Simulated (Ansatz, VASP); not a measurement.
# Si2Mo in VASP and in Ansatz

```xyz
3
Lattice="-1.5673 1.5673 3.8503 1.5673 -1.5673 3.8503 1.5673 1.5673 -3.8503" Properties=species:S:1:pos:R:3 pbc="T T T"
Si    0.0000    0.0000    2.5643
Si    0.0000    0.0000    5.1363
Mo    0.0000    0.0000    0.0000
```

Alike in both runs: task single point; functional PBE; k mesh 13 × 13 × 13; occupations fermi-dirac, width 0.15 eV; no spin polarisation.

|  | VASP | Ansatz |
| --- | --- | --- |
| version | VASP 6.6.1 | Ansatz 0.2.0 |
| potentials or method | VASP PAW PBE potentials, release 64 (Si, Mo_sv), cutoff 520 eV | plane waves, PAW |
| valence electrons in the cell | 22 | 22 |

VASP gave:

```
pressure (GPa)                                                : 18.0
traceless stress, the component that is largest in VASP (GPa) : 0.68
```

Problem. Which values does Ansatz return?

Solution. Pressure (GPa): 17.7; traceless stress, the component that is largest in VASP (GPa): 0.69.
